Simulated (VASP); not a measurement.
# CdS (I-4m2) in VASP: single point with r2SCAN

Aim: the single point of CdS with r2SCAN.

Everything below comes from runs of VASP 6.6.1. Logs are shortened: lines on timing, memory, paths and dates and some standing lists are left out, and cuts for length are marked.

## Step 1: The cell of the first run

The structure is tetragonal, space group I-4m2 (No. 119). Conventional cell: a = 4.157 Å, b = 4.157 Å, c = 6.114 Å, α = 90.00°, β = 90.00°, γ = 90.00°. Cd (site symmetry -4m2) has 4 S at 2.58 Å within 3.4 Å. S (site symmetry -4m2) has 4 Cd at 2.58 Å within 3.4 Å.

## Step 2: Single point, r2SCAN, non-collinear spin, zero start, spin-orbit coupling (uniaxial z strain +4.0%)

POSCAR

```
CdS
1.0
    0.0000000000      2.9392148430      3.0567834368
    2.9392148430      0.0000000000      3.0567834368
    2.9392148430      2.9392148430      0.0000000000
Cd S
1 1
Direct
    0.0000000000      0.0000000000      0.0000000000
    0.2500000000      0.2500000000      0.2500000000
```

INCAR.step1

```
  ALGO = Normal
  EDIFF = 1E-4
  ENCUT = 520
  GGA = PE
  GGA_COMPAT = False
  ISMEAR = -1
  LASPH = True
  LCHARG = False
  LNONCOLLINEAR = True
  LREAL = False
  LSORBIT = True
  LWAVE = True
  MAGMOM = 0 0 0 0 0 0
  NBANDS = 30
  NELM = 150
  PREC = Accurate
  SIGMA = 0.02
```

INCAR.step2

```
  ALGO = Normal
  EDIFF = 1E-7
  ENCUT = 520
  GGA_COMPAT = False
  ISIF = 2
  ISMEAR = -1
  ISTART = 1
  LASPH = True
  LCHARG = False
  LMIXTAU = True
  LNONCOLLINEAR = True
  LORBIT = 11
  LORBMOM = True
  LREAL = False
  LSORBIT = True
  LWAVE = False
  MAGMOM = 0 0 0 0 0 0
  METAGGA = R2SCAN
  NBANDS = 30
  NELM = 150
  PREC = Accurate
  SIGMA = 0.02
```

KPOINTS

```
k-points
0
Gamma
  8 8 8
```

Potentials or basis: VASP PAW PBE potentials, release 64 (Cd, S).

Started as:

```
$ cat potpaw_PBE.64/Cd/POTCAR potpaw_PBE.64/S/POTCAR > POTCAR
$ cp INCAR.step1 INCAR
$ mpirun -np 1 vasp_ncl > vasp.out
$ cp INCAR.step2 INCAR
$ mpirun -np 1 vasp_ncl > vasp.out
```

OUTCAR:

```text
EDIFF = 1E-7
   ENCUT = 520
   ISIF = 2
   ISMEAR = -1
   ISTART = 1
   LASPH = True
   LNONCOLLINEAR = True
   LORBIT = 11
   LREAL = False
   LSORBIT = True
   METAGGA = R2SCAN
   NELM = 150
   PREC = Accurate

 ion  position               nearest neighbor table
   1  0.000  0.000  0.000-   2 2.58   2 2.58   2 2.58   2 2.58
   2  0.250  0.250  0.250-   1 2.58   1 2.58   1 2.58   1 2.58

  LATTYP: Found a body centered tetragonal cell.
 ALAT       =     4.1566774937
 C/A-ratio  =     1.4707821049

  Lattice vectors:

 A1 = (  -2.9392148430,   0.0000000000,   3.0567834368)
 A2 = (   2.9392148430,   0.0000000000,   3.0567834368)
 A3 = (   0.0000000000,   2.9392148430,  -3.0567834368)

Analysis of symmetry for initial positions (statically):
=====================================================================
 Subroutine PRICEL returns:
 Original cell was already a primitive cell.

 Routine SETGRP: Setting up the symmetry group for a
 body centered tetragonal supercell.

 Subroutine GETGRP returns: Found  8 space group operations
 (whereof  8 operations were pure point group operations)
 out of a pool of 16 trial point group operations.

The static configuration has the point symmetry D_2d.

Analysis of symmetry for dynamics (positions and initial velocities):
=====================================================================
 Subroutine PRICEL returns:
 Original cell was already a primitive cell.

 Routine SETGRP: Setting up the symmetry group for a
 body centered tetragonal supercell.

 Subroutine GETGRP returns: Found  8 space group operations
 (whereof  8 operations were pure point group operations)
 out of a pool of 16 trial point group operations.

The dynamic configuration has the point symmetry D_2d.

Analysis of structural, dynamic, and magnetic symmetry:
=====================================================================
 Subroutine PRICEL returns:
 Original cell was already a primitive cell.

 Routine SETGRP: Setting up the symmetry group for a
 body centered tetragonal supercell.

 Subroutine GETGRP returns: Found  8 space group operations
 (whereof  8 operations were pure point group operations)
 out of a pool of 16 trial point group operations.

The overall configuration has the point symmetry D_2d.

 Subroutine INISYM returns: Found  8 space group operations
 (whereof  8 operations are pure point group operations),
 and found     1 'primitive' translations

----------------------------------------------------------------------------------------

                                     Primitive cell

  volume of cell :      52.8150

  direct lattice vectors                    reciprocal lattice vectors
     0.000000000  2.939214843  3.056783437    -0.170113458  0.170113458  0.163570632
     2.939214843  0.000000000  3.056783437     0.170113458 -0.170113458  0.163570632
     2.939214843  2.939214843  0.000000000     0.170113458  0.170113458 -0.163570632

  length of vectors
     4.240626000  4.240626000  4.156677494     0.290916704  0.290916704  0.290916704

  position of ions in fractional coordinates (direct lattice)
     0.000000000  0.000000000  0.000000000
     0.250000000  0.250000000  0.250000000

  ion indices of the primitive-cell ions
   primitive index   ion index
                 1           1
                 2           2

----------------------------------------------------------------------------------------

 KPOINTS: k-points

Automatic generation of k-mesh.
 Grid dimensions read from file:
 generate k-points for:    8    8    8

 Generating k-lattice:

  Cartesian coordinates                     Fractional coordinates (reciprocal lattice)
    -0.021264182  0.021264182  0.020446329     0.125000000 -0.000000000  0.000000000
     0.021264182 -0.021264182  0.020446329    -0.000000000  0.125000000  0.000000000
     0.021264182  0.021264182 -0.020446329     0.000000000  0.000000000  0.125000000

  Length of vectors
     0.036364588  0.036364588  0.036364588

  Shift w.r.t. Gamma in fractional coordinates (k-lattice)
     0.000000000  0.000000000  0.000000000

 Subroutine IBZKPT returns following result:
 ===========================================

 Found     87 irreducible k-points:

 Following reciprocal coordinates:
            Coordinates               Weight
  0.000000  0.000000  0.000000      1.000000
  0.125000  0.000000  0.000000      4.000000
 -0.125000 -0.000000  0.000000      4.000000
  0.250000  0.000000  0.000000      4.000000
[... 51 lines left out ...]
   NUPDOWN=      -1.0000    fix difference up-down
   EMIN   =  10.00;   EMAX   =-10.00  energy-range for DOS
   EFERMI =   0.00;   METHOD = LEGACY
   ISMEAR =    -1;   SIGMA  =   0.02  broadening in eV -4-tet -1-fermi 0-gaus
   EFERMI_NEDOS =   21; number of points for ismear=-14 and -15
   IALGO  =     38    algorithm
   IMIX   =      4    mixing-type and parameters
     AMIX     =   0.40;   BMIX     =  1.00
     AMIX_MAG =   1.60;   BMIX_MAG =  1.00
  volume/ion in A,a.u.               =      26.41       178.21
  Fermi-wavevector in a.u.,A,eV,Ry     =   1.143527  2.160953 17.791724  1.307655
  Thomas-Fermi vector in A             =   2.280222
   LORBIT       =     11    0 simple, 1 ext, 2 COOP (PROOUT), +10 PAW based schemes
   METAGGA = R2SCAN    functional components
   LHFCALC =     F    Hartree Fock is set to
   AEXX    =    0.0000 exact exchange contribution
   IVDW    =     0    specifies the selected vdW correction
   LEPSILON=     F    determine dielectric tensor
   LRPA    =     F    only Hartree local field effects (RPA)
  energy-cutoff  :      520.00
  volume of cell :       52.82
 maximum number of plane-waves:      2872
   NGX = 15   NGY = 15   NGZ = 15

 number of electron      17.9999998 magnetization      -0.0000000     -0.0000000     -0.0000000

 number of electron      17.9999998 magnetization       0.0000000     -0.0000000      0.0000000

 number of electron      17.9999998 magnetization       0.0000000     -0.0000000     -0.0000000

 number of electron      17.9999998 magnetization       0.0000000      0.0000000      0.0000000

 Free energy of the ion-electron system (eV)
  ---------------------------------------------------
  ext. energy  EPLUGINS =         0.00000000
  ---------------------------------------------------
  free energy    TOTEN  =       -29.69898543 eV

  energy without entropy =      -29.69898543  energy(sigma->0) =      -29.69898543

 E-fermi :   0.9420     XC(G=0):  -9.4290

 val. band max:        0.5862366642   @ k =   0.0000   0.0000   0.0000
 cond. band min:       1.9729628577   @ k =   0.0000   0.0000   0.0000
 fundamental gap:      1.3867261935
 Fermi energy:         0.9419543790

 k-point     1 :       0.0000    0.0000    0.0000
  band No.  band energies     occupation
      1     -11.9653      1.00000
      2     -11.9653      1.00000
      3      -7.5148      1.00000
      4      -7.5148      1.00000
      5      -7.5032      1.00000
      6      -7.5032      1.00000
[... 781 lines left out ...]
     29      13.6891      0.00000
     30      13.6997      0.00000

 [... further k-points ...]

------------------------ aborting loop because EDIFF is reached ----------------------------------------

  FORCE on cell =-STRESS in cart. coord.  units (eV):
  Direction    XX          YY          ZZ          XY          YZ          ZX
  --------------------------------------------------------------------------------------
  -------------------------------------------------------------------------------------
  Total       -0.5647196     -0.5647196     -0.8564450      0.0000000      0.0000000     -0.0000000
  in kB      -17.1311329    -17.1311329    -25.9808124      0.0000000      0.0000000     -0.0000000
  external PRESSURE =     -20.0810261 kB  Pullay stress =       0.0000000 kB

 VOLUME and BASIS-vectors are now :
 -----------------------------------------------------------------------------
  energy-cutoff  :      520.00
  volume of cell :       52.82
      direct lattice vectors                 reciprocal lattice vectors
     0.000000000  2.939214843  3.056783437    -0.170113458  0.170113458  0.163570632
     2.939214843  0.000000000  3.056783437     0.170113458 -0.170113458  0.163570632
     2.939214843  2.939214843  0.000000000     0.170113458  0.170113458 -0.163570632

 POSITION                                       TOTAL-FORCE (eV/Angst)
 -----------------------------------------------------------------------------------
      0.00000      0.00000      0.00000        -0.000000     -0.000000     -0.000000
      1.46961      1.46961      1.52839         0.000000      0.000000      0.000000
 -----------------------------------------------------------------------------------
    total drift:                                0.000000      0.000000     -0.000000

  FREE ENERGIE OF THE ION-ELECTRON SYSTEM (eV)
  ---------------------------------------------------
  free  energy   TOTEN  =       -29.6989854274 eV

  energy  without entropy=      -29.6989854273  energy(sigma->0) =      -29.69898543

 orbital moment (x)

 # of ion     p       d       tot
 ----------------------------------------
  1        -0.000  -0.000  -0.000
  2        -0.000   0.000  -0.000
 ----------------------------------------
           -0.000  -0.000  -0.000

 orbital moment (y)

 # of ion     p       d       tot
 ----------------------------------------
  1         0.000  -0.000  -0.000
  2        -0.000   0.000  -0.000
 ----------------------------------------
            0.000  -0.000  -0.000

 orbital moment (z)

 # of ion     p       d       tot
 ----------------------------------------
  1         0.000   0.000   0.000
  2         0.000   0.000   0.000
 ----------------------------------------
            0.000   0.000   0.000

 Spin-Orbit-Coupling matrix elements

 Ion:    1  E_soc:     -0.0529620
 l=   1
     0.0000000    -0.0020653    -0.0020389
    -0.0020653     0.0000000    -0.0020653
    -0.0020389    -0.0020653     0.0000000
 l=   2
     0.0000000    -0.0013789     0.0000000    -0.0013789    -0.0053926
    -0.0013789     0.0000000    -0.0040434    -0.0013803    -0.0013471
     0.0000000    -0.0040434     0.0000000    -0.0040434     0.0000000
    -0.0013789    -0.0013803    -0.0040434     0.0000000    -0.0013471
    -0.0053926    -0.0013471     0.0000000    -0.0013471     0.0000000
 l=   3
     0.0000000     0.0000000     0.0000000     0.0000000     0.0000000     0.0000000     0.0000000
     0.0000000     0.0000000     0.0000000     0.0000000     0.0000000     0.0000000     0.0000000
     0.0000000     0.0000000     0.0000000     0.0000000     0.0000000     0.0000000     0.0000000
     0.0000000     0.0000000     0.0000000     0.0000000     0.0000000     0.0000000     0.0000000
     0.0000000     0.0000000     0.0000000     0.0000000     0.0000000     0.0000000     0.0000000
     0.0000000     0.0000000     0.0000000     0.0000000     0.0000000     0.0000000     0.0000000
     0.0000000     0.0000000     0.0000000     0.0000000     0.0000000     0.0000000     0.0000000

 Ion:    2  E_soc:     -0.0019784
 l=   1
     0.0000000    -0.0003289    -0.0003314
    -0.0003289     0.0000000    -0.0003289
    -0.0003314    -0.0003289     0.0000000
 l=   2
     0.0000000     0.0000000     0.0000000     0.0000000     0.0000000
     0.0000000     0.0000000     0.0000000     0.0000000     0.0000000
     0.0000000     0.0000000     0.0000000     0.0000000     0.0000000
     0.0000000     0.0000000     0.0000000     0.0000000     0.0000000
     0.0000000     0.0000000     0.0000000     0.0000000     0.0000000
 l=   3
     0.0000000     0.0000000     0.0000000     0.0000000     0.0000000     0.0000000     0.0000000
     0.0000000     0.0000000     0.0000000     0.0000000     0.0000000     0.0000000     0.0000000
     0.0000000     0.0000000     0.0000000     0.0000000     0.0000000     0.0000000     0.0000000
     0.0000000     0.0000000     0.0000000     0.0000000     0.0000000     0.0000000     0.0000000
     0.0000000     0.0000000     0.0000000     0.0000000     0.0000000     0.0000000     0.0000000
     0.0000000     0.0000000     0.0000000     0.0000000     0.0000000     0.0000000     0.0000000
     0.0000000     0.0000000     0.0000000     0.0000000     0.0000000     0.0000000     0.0000000

 total charge

# of ion       s       p       d       tot
------------------------------------------
    1        0.393   0.286   9.581  10.260
    2        1.313   2.404   0.000   3.717
--------------------------------------------------
tot          1.706   2.690   9.581  13.977

 magnetization (x)

# of ion       s       p       d       tot
------------------------------------------
    1        0.000   0.000   0.000   0.000
    2        0.000   0.000   0.000   0.000
--------------------------------------------------
tot          0.000   0.000   0.000   0.000

 magnetization (y)

# of ion       s       p       d       tot
------------------------------------------
    1        0.000  -0.000   0.000  -0.000
    2       -0.000   0.000   0.000  -0.000
--------------------------------------------------
tot         -0.000  -0.000   0.000  -0.000

 magnetization (z)

# of ion       s       p       d       tot
------------------------------------------
    1        0.000  -0.000   0.000   0.000
    2       -0.000   0.000   0.000   0.000
--------------------------------------------------
tot         -0.000   0.000   0.000   0.000
```

Run time: 11 min. Hardware: 1 thread of Intel Xeon Platinum 8559C (Emerald Rapids), shared host; peak memory 0.48 GiB.

Results:

```yaml
Free_energy: -29.6990 eV
Pressure: -2.0 GPa
Net_moment: 0.00 μB per cell
Valence_electrons_inside_the_program's_atomic_spheres: Cd 10.26; S 3.72
```

Moments on the atoms (μB; x, y, z):
```
Cd  0.00 0.00 0.00
S   0.00 0.00 0.00
```

Caveat: the cell differs from its parent crystal (uniaxial z strain +4.0%); the structure was generated, so it needn't be the stable form of CdS; the PAW data sets were made with another functional, which shifts forces and pressure a little.
